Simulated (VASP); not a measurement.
# OsWC2 (R-3m) in VASP: single point with PBEsol

Aim: the single point of OsWC2 with PBEsol.

Program: VASP 6.6.1. These are calculated values, not measurements. Logs are shortened: lines on timing, memory, paths and dates and some standing lists are left out, and cuts for length are marked.

## (1) The cell of the first run

It takes space group R-3m (No. 166, trigonal). The conventional cell has a = 3.032 Å, b = 3.032 Å, c = 13.871 Å, α = 90.00°, β = 90.00°, γ = 120.00°. Within 2.8 Å of Os (site symmetry -3m) lie 6 C at 2.15 Å. W (site symmetry -3m) has 6 C at 2.05 Å within 2.7 Å. C (site symmetry 3m) has 3 W at 2.05 Å and 3 Os at 2.15 Å within 2.7 Å.

## (2) Single point, PBEsol (Ta replaced by Os, lengths x 0.968, strained)

INCAR

```
ALGO = Normal
EDIFF = 1E-7
ENCUT = 520
GGA = PS
ISIF = 2
ISMEAR = 0
LASPH = T
LCHARG = F
LREAL = F
LWAVE = F
NBANDS = 23
NELM = 100
PREC = Accurate
SIGMA = 0.1
```

KPOINTS

```
k-points
0
Gamma
  18 18 18
```

POSCAR

```
OsWC2
1.0
    1.5158526623      0.8751779426      4.6236265367
   -1.5158526623      0.8751779426      4.6236265367
    0.0000000000     -1.7503558853      4.6236265367
Os W C
1 1 2
Direct
    0.5000000000      0.5000000000      0.5000000000
    0.0000000000      0.0000000000      0.0000000000
    0.7435228252      0.7435228252      0.7435228252
    0.2564771748      0.2564771748      0.2564771748
```

Potentials or basis: VASP PAW PBE potentials, release 64 (Os, W_sv, C).

On the command line:

```sh
> cat potpaw_PBE.64/Os/POTCAR potpaw_PBE.64/W_sv/POTCAR potpaw_PBE.64/C/POTCAR > POTCAR
> mpirun -np 1 vasp_std > vasp.out
```

OUTCAR:

```text
EDIFF = 1E-7
   ENCUT = 520
   GGA = PS
   ISIF = 2
   ISMEAR = 0
   LASPH = T
   LREAL = F
   NELM = 100
   PREC = Accurate

 ion  position               nearest neighbor table
   1  0.500  0.500  0.500-   4 2.15   4 2.15   3 2.15   3 2.15   4 2.15   3 2.15   2 2.90   2 2.90
                             2 2.90   2 2.90   2 2.90   2 2.90
   2  0.000  0.000  0.000-   3 2.05   3 2.05   4 2.05   4 2.05   3 2.05   4 2.05   1 2.90   1 2.90
                             1 2.90   1 2.90   1 2.90   1 2.90
   3  0.744  0.744  0.744-   2 2.05   2 2.05   2 2.05   1 2.15   1 2.15   1 2.15
   4  0.256  0.256  0.256-   2 2.05   2 2.05   2 2.05   1 2.15   1 2.15   1 2.15

  LATTYP: Found a trigonal (rhomboedric) cell.
 ALAT       =     4.9438515427
 COS(alpha) =     0.8119760659

  Lattice vectors:

 A1 = (   1.5158526623,   0.8751779426,   4.6236265367)
 A2 = (  -1.5158526623,   0.8751779426,   4.6236265367)
 A3 = (   0.0000000000,  -1.7503558853,   4.6236265367)

Analysis of symmetry for initial positions (statically):
=====================================================================
 Subroutine PRICEL returns:
 Original cell was already a primitive cell.

 Routine SETGRP: Setting up the symmetry group for a
 trigonal (rhombohedral) supercell.

 Subroutine GETGRP returns: Found 12 space group operations
 (whereof 12 operations were pure point group operations)
 out of a pool of 12 trial point group operations.

The static configuration has the point symmetry D_3d.

Analysis of symmetry for dynamics (positions and initial velocities):
=====================================================================
 Subroutine PRICEL returns:
 Original cell was already a primitive cell.

 Routine SETGRP: Setting up the symmetry group for a
 trigonal (rhombohedral) supercell.

 Subroutine GETGRP returns: Found 12 space group operations
 (whereof 12 operations were pure point group operations)
 out of a pool of 12 trial point group operations.

The dynamic configuration has the point symmetry D_3d.

 Subroutine INISYM returns: Found 12 space group operations
 (whereof 12 operations are pure point group operations),
 and found     1 'primitive' translations

----------------------------------------------------------------------------------------

                                     Primitive cell

  volume of cell :      36.8034

  direct lattice vectors                    reciprocal lattice vectors
     1.515852662  0.875177943  4.623626537     0.329847361  0.190437463  0.072093481
    -1.515852662  0.875177943  4.623626537    -0.329847361  0.190437463  0.072093481
     0.000000000 -1.750355885  4.623626537     0.000000000 -0.380874925  0.072093481

  length of vectors
     4.943851543  4.943851543  4.943851543     0.387637948  0.387637948  0.387637948

  position of ions in fractional coordinates (direct lattice)
     0.500000000  0.500000000  0.500000000
     0.000000000  0.000000000  0.000000000
     0.743522825  0.743522825  0.743522825
     0.256477175  0.256477175  0.256477175

  ion indices of the primitive-cell ions
   primitive index   ion index
                 1           1
                 2           2
                 3           3
                 4           4

----------------------------------------------------------------------------------------

 KPOINTS: k-points

Automatic generation of k-mesh.
 Grid dimensions read from file:
 generate k-points for:   18   18   18

 Generating k-lattice:

  Cartesian coordinates                     Fractional coordinates (reciprocal lattice)
     0.018324853  0.010579859  0.004005193     0.055555556  0.000000000  0.000000000
    -0.018324853  0.010579859  0.004005193     0.000000000  0.055555556  0.000000000
     0.000000000 -0.021159718  0.004005193     0.000000000  0.000000000  0.055555556

  Length of vectors
     0.021535442  0.021535442  0.021535442

  Shift w.r.t. Gamma in fractional coordinates (k-lattice)
     0.000000000  0.000000000  0.000000000

 Subroutine IBZKPT returns following result:
 ===========================================

 Found    580 irreducible k-points:

 Following reciprocal coordinates:
            Coordinates               Weight
  0.000000  0.000000  0.000000      1.000000
  0.055556  0.000000  0.000000      6.000000
  0.111111  0.000000  0.000000      6.000000
  0.166667 -0.000000 -0.000000      6.000000
  0.222222  0.000000 -0.000000      6.000000
  0.277778  0.000000  0.000000      6.000000
[... 16 lines left out ...]
 -0.277778  0.055556 -0.000000     12.000000
 -0.222222  0.055556  0.000000     12.000000
 [... further k-points ...]
   k-points           NKPTS =    580   k-points in BZ     NKDIM =    580   number of bands    NBANDS=     23
   number of dos      NEDOS =    301   number of ions     NIONS =      4
   total plane-waves  NPLWV =  64000
   dimension x,y,z NGX =    40 NGY =   40 NGZ =   40
   dimension x,y,z NGXF=    80 NGYF=   80 NGZF=   80
   ions per type =               1   1   2
   NGX,Y,Z   is equivalent  to a cutoff of  13.45, 13.45, 13.45 a.u.
   NGXF,Y,Z  is equivalent  to a cutoff of  26.90, 26.90, 26.90 a.u.
 SYSTEM =  unknown system
   PREC   = accura    normal or accurate (medium, high low for compatibility)
   ISTART =      0    job   : 0-new  1-cont  2-samecut
   ICHARG =      2    charge: 1-file 2-atom 10-const
   ISPIN  =      1    spin polarized calculation?
   LNONCOLLINEAR =      F non collinear calculations
   LSORBIT =      F    spin-orbit coupling
   LASPH  =      T    aspherical Exc in radial PAW
   ENCUT  =  520.0 eV  38.22 Ry    6.18 a.u.   9.19  9.19  9.19*2*pi/ulx,y,z
   NELM   =    100;   NELMIN=  2; NELMDL= -5     # of ELM steps
   EDIFF  = 0.1E-06   stopping-criterion for ELM
   LREAL  =      F    real-space projection
   EDIFFG = 0.1E-05   stopping-criterion for IOM
   NSW    =      0    number of steps for IOM
   IBRION =     -1    ionic relax: 0-MD 1-quasi-New 2-CG
   NFREE  =      0    steps in history (QN), initial steepest desc. (CG)
   ISIF   =      2    stress and relaxation
   ISYM   =      2    0-nonsym 1-usesym 2-fastsym
   POTIM  = 0.5000    time-step for ionic-motion
   TEBEG  =    0.0;   TEEND  =   0.0 temperature during run
   PSTRESS=    0.0 pullay stress
   NELECT =      30.0000    total number of electrons
   NUPDOWN=      -1.0000    fix difference up-down
   EMIN   =  10.00;   EMAX   =-10.00  energy-range for DOS
   EFERMI =   0.00;   METHOD = LEGACY
   ISMEAR =     0;   SIGMA  =   0.10  broadening in eV -4-tet -1-fermi 0-gaus
   EFERMI_NEDOS =   21; number of points for ismear=-14 and -15
   IALGO  =     38    algorithm
   IMIX   =      4    mixing-type and parameters
     AMIX     =   0.40;   BMIX     =  1.00
     AMIX_MAG =   1.60;   BMIX_MAG =  1.00
  volume/ion in A,a.u.               =       9.20        62.09
  Fermi-wavevector in a.u.,A,eV,Ry     =   1.529277  2.889914 31.819780  2.338688
  Thomas-Fermi vector in A             =   2.636920
   LORBIT       =      0    0 simple, 1 ext, 2 COOP (PROOUT), +10 PAW based schemes
   GGA     = PS    functional components
   LHFCALC =     F    Hartree Fock is set to
   AEXX    =    0.0000 exact exchange contribution
   IVDW    =     0    specifies the selected vdW correction
   LEPSILON=     F    determine dielectric tensor
   LRPA    =     F    only Hartree local field effects (RPA)
 non-spin polarized calculation
 Gauss-broadening in eV      SIGMA  =   0.10
  energy-cutoff  :      520.00
  volume of cell :       36.80
 maximum number of plane-waves:      1009
 NGX is ok and might be reduce to    40
   NGX = 19   NGY = 19   NGZ = 19

 number of electron      30.0000000 magnetization

 Free energy of the ion-electron system (eV)
  ---------------------------------------------------
  ext. energy  EPLUGINS =         0.00000000
  ---------------------------------------------------
  free energy    TOTEN  =       -41.34267487 eV

  energy without entropy =      -41.32839478  energy(sigma->0) =      -41.33553483

 E-fermi :  12.7310     XC(G=0): -14.4730

 val. band max:       12.7291303174   @ k =  -0.3333   0.3333   0.1667
 cond. band min:      12.7326437593   @ k =  -0.3333   0.3889   0.1667
 fundamental gap:      0.0035134419
 Fermi energy:        12.7309945016

 k-point     1 :       0.0000    0.0000    0.0000
  band No.  band energies     occupation
      1     -62.4405      2.00000
      2     -26.9205      2.00000
      3     -26.6138      2.00000
      4     -26.6138      2.00000
      5      -4.2281      2.00000
      6       1.6969      2.00000
[... 15 lines left out ...]
     22      20.7182      0.00000
     23      23.0455      0.00000

 k-point     2 :       0.0556    0.0000    0.0000
  band No.  band energies     occupation
      1     -62.4394      2.00000
      2     -26.9176      2.00000
      3     -26.6343      2.00000
      4     -26.6184      2.00000
      5      -4.1387      2.00000
      6       1.4890      2.00000
[... 15 lines left out ...]
     22      20.8363      0.00000
     23      22.6158      0.00000

 k-point     3 :       0.1111    0.0000    0.0000
  band No.  band energies     occupation
      1     -62.4361      2.00000
      2     -26.9093      2.00000
      3     -26.6929      2.00000
      4     -26.6318      2.00000
      5      -3.8769      2.00000
      6       1.1037      2.00000
[... 15 lines left out ...]
     22      21.0553      0.00000
     23      21.9065      0.00000

 k-point     4 :       0.1667   -0.0000   -0.0000
  band No.  band energies     occupation
      1     -62.4311      2.00000
      2     -26.8966      2.00000
      3     -26.7816      2.00000
      4     -26.6521      2.00000
      5      -3.4618      2.00000
      6       0.6778      2.00000
[... 15 lines left out ...]
     22      20.8928      0.00000
     23      21.8792      0.00000

 k-point     5 :       0.2222    0.0000   -0.0000
  band No.  band energies     occupation
      1     -62.4250      2.00000
      2     -26.8904      2.00000
      3     -26.8793      2.00000
      4     -26.6769      2.00000
      5      -2.9271      2.00000
      6       0.2878      2.00000
[... 15 lines left out ...]
     22      21.3620      0.00000
     23      21.6792      0.00000

 k-point     6 :       0.2778    0.0000    0.0000
  band No.  band energies     occupation
      1     -62.4184      2.00000
      2     -27.0010      2.00000
      3     -26.8639      2.00000
      4     -26.7031      2.00000
      5      -2.3252      2.00000
      6      -0.0268      2.00000
[... 15 lines left out ...]
     22      20.8212      0.00000
     23      22.7821      0.00000

 k-point     7 :       0.3333    0.0000    0.0000
  band No.  band energies     occupation
      1     -62.4123      2.00000
      2     -27.1043      2.00000
      3     -26.8481      2.00000
      4     -26.7277      2.00000
      5      -1.7345      2.00000
      6      -0.2449      2.00000
[... 353 lines left out ...]
     22      21.3707      0.00000
     23      22.9778      0.00000

 k-point    21 :      -0.3889    0.0556    0.0000
  band No.  band energies     occupation
      1     -62.4051      2.00000
      2     -27.2134      2.00000
      3     -26.8289      2.00000
      4     -26.7670      2.00000
      5      -1.0279      2.00000
      6      -0.4342      2.00000
[... 15 lines left out ...]
     22      20.7526      0.00000
     23      23.4255      0.00000

 k-point    22 :      -0.3333    0.0556    0.0000
  band No.  band energies     occupation
      1     -62.4092      2.00000
      2     -27.1465      2.00000
      3     -26.8396      2.00000
      4     -26.7492      2.00000
      5      -1.3996      2.00000
      6      -0.4151      2.00000
[... 15 lines left out ...]
     22      20.3445      0.00000
     23      23.4009      0.00000

 k-point    23 :      -0.2778    0.0556   -0.0000
  band No.  band energies     occupation
      1     -62.4148      2.00000
      2     -27.0551      2.00000
      3     -26.8540      2.00000
      4     -26.7252      2.00000
      5      -1.9671      2.00000
      6      -0.2440      2.00000
[... 15 lines left out ...]
     22      20.2598      0.00000
     23      23.0968      0.00000

 k-point    24 :      -0.2222    0.0556    0.0000
  band No.  band energies     occupation
      1     -62.4211      2.00000
      2     -26.9496      2.00000
      3     -26.8703      2.00000
      4     -26.6978      2.00000
      5      -2.5863      2.00000
      6       0.0376      2.00000
[... 15 lines left out ...]
     22      20.5085      0.00000
     23      22.4362      0.00000

 [... further k-points ...]
[... 5 lines left out ...]
  --------------------------------------------------------------------------------------
  -------------------------------------------------------------------------------------
  Total       13.8565324     13.8565324      8.7390113      0.0000000     -0.0000000      0.0000000
  in kB      603.2228604    603.2228604    380.4394378      0.0000000     -0.0000000      0.0000000
  external PRESSURE =     528.9617195 kB  Pullay stress =       0.0000000 kB

 VOLUME and BASIS-vectors are now :
 -----------------------------------------------------------------------------
  energy-cutoff  :      520.00
  volume of cell :       36.80
      direct lattice vectors                 reciprocal lattice vectors
     1.515852662  0.875177943  4.623626537     0.329847361  0.190437463  0.072093481
    -1.515852662  0.875177943  4.623626537    -0.329847361  0.190437463  0.072093481
     0.000000000 -1.750355885  4.623626537     0.000000000 -0.380874925  0.072093481

 POSITION                                       TOTAL-FORCE (eV/Angst)
 -----------------------------------------------------------------------------------
      0.00000     -0.00000      6.93544         0.000000      0.000000     -0.000000
      0.00000      0.00000      0.00000         0.000000      0.000000     -0.000000
      0.00000     -0.00000     10.31332         0.000000     -0.000000      2.942597
      0.00000     -0.00000      3.55756         0.000000      0.000000     -2.942597
 -----------------------------------------------------------------------------------
    total drift:                               -0.000000     -0.000000     -0.000000

  FREE ENERGIE OF THE ION-ELECTRON SYSTEM (eV)
  ---------------------------------------------------
  free  energy   TOTEN  =       -41.3426748727 eV

  energy  without entropy=      -41.3283947841  energy(sigma->0) =      -41.33553483
```

Wall time 18 min (1 thread of Intel Xeon Platinum 8259CL at 2.50GHz (Skylake/Cascade Lake), shared host); peak memory 0.66 GiB.

Results:

```
Free energy            : -41.3427 eV
Pressure               : 52.9 GPa
Largest force          : 2.943 eV/Å
Band gap on the k mesh : zero (band 15 reaches 12.99 eV, above the bottom of band 16 at 11.36 eV)
```

Forces in eV/Å, atoms in the order of the input:
```
Os   0.000  0.000  0.000
W    0.000  0.000  0.000
C    0.000  0.000  2.943
C    0.000  0.000 -2.943
```

Caveat: the cell differs from its parent crystal (Ta replaced by Os, lengths x 0.968, strained); the PAW data sets were made with another functional, which shifts forces and pressure a little; spin-orbit coupling is left out, which moves the levels of the heavy elements.
